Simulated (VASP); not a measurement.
Here is a VASP 6.6.1 calculation.

Contents of INCAR:

```
SYSTEM = Re
ALGO = Fast ; EDIFF = 1E-6
ENCUT = 520 ; GGA = CA
ISIF = 2 ; ISMEAR = 0
LASPH = .TRUE. ; LCHARG = .FALSE.
LREAL = .FALSE. ; LWAVE = .FALSE.
NBANDS = 10 ; NELM = 60
PREC = Accurate ; SIGMA = 0.1
```

Contents of KPOINTS:

```
k-points
0
G
  18 18 18
  0 0 0
```

The input POSCAR:

```
Re
1.0
    0.0000000000      1.9577236231      1.9577236231
    1.9577236231      0.0000000000      1.9577236231
    1.9577236231      1.9577236231      0.0000000000
Re
1
Direct
    0.0000000000      0.0000000000      0.0000000000
```

Potentials or basis: VASP PAW LDA potentials, release 64 (Re).

The run is started by

```bash
$ cat potpaw_LDA.64/Re/POTCAR > POTCAR
$ mpirun -np 1 vasp_std > vasp.out
```

Problem. What does it give for the pressure?

Solution. -14.6 GPa.
